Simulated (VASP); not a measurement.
CeO2:

```
CELL_PARAMETERS angstrom
0.00000 2.70486 2.70486
2.70486 0.00000 2.70486
2.70486 2.70486 0.00000
ATOMIC_POSITIONS crystal
Ce 0.00000 0.00000 0.00000
O 0.25000 0.25000 0.25000
O 0.75000 0.75000 0.75000
```

Program: VASP 6.6.1. Alike in all runs: task single point; potentials or basis VASP PAW PBE potentials, release 64 (Ce, O); no spin polarisation; cell as given; k mesh 4 × 4 × 4; cutoff (eV) 520; smearing gaussian 0.05 eV.

Order these runs on this cell by their pressure, lowest first.
A. level PBE-based global hybrid with 50 % exact exchange; grid for exact exchange (PRECFOCK) Normal; share of exact exchange 0.5
B. level PBE-based screened hybrid with 30 % exact exchange; grid for exact exchange (PRECFOCK) Normal; share of exact exchange 0.3; screening parameter 0.20787 1/Å
C. level PBE-based screened hybrid with 15 % exact exchange; grid for exact exchange (PRECFOCK) Normal; share of exact exchange 0.15; screening parameter 0.3 1/Å
D. level PBE

A (-7.3 GPa), B (-3.0 GPa), C (1.2 GPa), D (5.5 GPa).

Caveats: all runs use coarse meshes; the PAW data sets were made with another functional, which shifts forces and pressure a little (at least some runs).
